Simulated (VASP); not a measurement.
Crystal: BaS.

```
CELL_PARAMETERS angstrom
-0.09978 3.15348 3.18554
6.39589 3.18194 -3.41354
-6.49746 3.48307 -3.31557
ATOMIC_POSITIONS crystal
Ba 0.00505 0.00457 0.00469
Ba 0.50018 0.49511 0.99206
Ba 0.48533 0.99605 0.50637
Ba 0.99959 0.50489 0.50064
S 0.99655 0.24973 0.75355
S 0.49982 0.75287 0.74831
S 0.51726 0.25312 0.25655
S 0.99622 0.74367 0.23783
```

* Program: VASP 6.6.1
* Task: relaxation of cell and atoms
* Functional: PBE
* Potentials or basis: VASP PAW PBE potentials, release 64 (Ba_sv, S)
* Cutoff: 600 eV
* k mesh: 4 × 2 × 2
* Occupations: gaussian, width 0.1 eV
* Spin: no spin polarisation

At the start: pressure -0.6 GPa; volume 34.19 Å³/atom.

Task: How do energy, volume and symmetry change on relaxing?

Result: Over 12 steps the energy falls by 18.7 meV/atom and the volume is 33.65 Å³/atom (-1.6 %); space group P1 (No. 1, to 0.1 Å) before, Fm-3m (No. 225, to 0.1 Å).

Step by step:
| step | energy change (eV) | largest force (eV/Å) | pressure (GPa) | volume (Å³) |
| --- | --- | --- | --- | --- |
| 1 | 0.0000 | 0.3466 | -0.62 | 273.51 |
| 2 | -0.0810 | 0.2669 | 0.17 | 268.27 |
| 3 | -0.1008 | 0.2096 | 0.84 | 264.24 |
| 4 | -0.1345 | 0.1364 | 0.01 | 269.36 |
| 5 | -0.1353 | 0.1293 | -0.13 | 270.24 |
| 6 | -0.1407 | 0.1057 | -0.05 | 269.69 |
| 7 | -0.1433 | 0.0764 | 0.06 | 268.93 |
| 8 | -0.1472 | 0.0471 | 0.00 | 269.27 |
| 9 | -0.1487 | 0.0458 | -0.05 | 269.64 |
| 10 | -0.1493 | 0.0344 | 0.06 | 268.89 |
| 11 | -0.1494 | 0.0323 | 0.08 | 268.75 |
| 12 | -0.1498 | 0.0222 | 0.02 | 269.18 |

Final structure:
```
CELL_PARAMETERS angstrom
-0.00310 3.22772 3.22814
6.45631 3.22791 -3.23208
-6.45435 3.23256 -3.22543
ATOMIC_POSITIONS crystal
Ba 0.00134 0.00058 0.00050
Ba 0.49898 0.49934 0.99938
Ba 0.49909 0.99947 0.49916
Ba 0.00144 0.50059 0.50064
S 0.99821 0.24906 0.74890
S 0.50199 0.75084 0.75123
S 0.50070 0.25093 0.25057
S 0.99826 0.74919 0.24962
```
